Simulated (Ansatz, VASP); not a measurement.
**One calculation of LiCl, two programs**

Contents of POSCAR:

```
LiCl
1.0
    0.0000000000      2.6288790000      2.4365220000
    2.6288790000      0.0000000000      2.4365220000
    2.6288790000      2.6288790000      0.0000000000
Li Cl
1 1
Direct
    0.0000000000      0.0000000000      0.0000000000
    0.5000000000      0.5000000000      0.5000000000
```

The input INCAR.step1:

```
ALGO = Normal
EDIFF = 1E-4
ENCUT = 520
GGA = PE
ISMEAR = 0
LASPH = T
LCHARG = F
LREAL = F
LWAVE = T
NBANDS = 12
NELM = 100
PREC = Accurate
SIGMA = 0.05
```

Contents of INCAR.step2:

```
ALGO = Normal
EDIFF = 1E-6
ENCUT = 520
ISIF = 2
ISMEAR = 0
ISTART = 1
LASPH = T
LCHARG = F
LMIXTAU = T
LREAL = F
LWAVE = F
METAGGA = R2SCAN
NBANDS = 12
NELM = 100
PREC = Accurate
SIGMA = 0.05
```

KPOINTS

```
k-points
0
Gamma
  8 8 8
```

Input for Ansatz:

```yaml
crystal:
  lattice:
    - [0.0, 2.628879, 2.436522]
    - [2.628879, 0.0, 2.436522]
    - [2.628879, 2.628879, 0.0]
  atoms:
    - { symbol: Li, position: [0.0, 0.0, 0.0] }
    - { symbol: Cl, position: [0.5, 0.5, 0.5] }
basis:
  ecutwfc: 500
kpoints:
  mp_grid: { grid: [8, 8, 8] }
hamiltonian:
  xc: r2scan
scf:
  occupations: { method: gaussian, width: 0.05 }
output:
  forces: true
  stress: true
  eigenvalues: true
```

Change from the starting cell: strain +0.025 along x and y, -0.050 along z, atoms carried along.

Alike in both runs: task single point; functional r2SCAN; k mesh 8 × 8 × 8; occupations gaussian, width 0.05 eV; no spin polarisation.

|  | VASP | Ansatz |
| --- | --- | --- |
| version | VASP 6.6.1 | Ansatz 0.2.0 |
| potentials or method | VASP PAW PBE potentials, release 64 (Li_sv, Cl), cutoff 520 eV | scalar-relativistic, plane waves, PAW |
| valence electrons in the cell | 10 | 10 |

```csv
,VASP,Ansatz,Ansatz less VASP
gap on the k mesh at the Fermi level (eV),7.23,7.16,-0.069
least direct gap on the mesh (eV),7.23,7.16,-0.069
```

VASP's potentials were made for PBE, not for r2SCAN.

Noted on VASP's run: the cutoff is short for stress, so the pressure is rough.
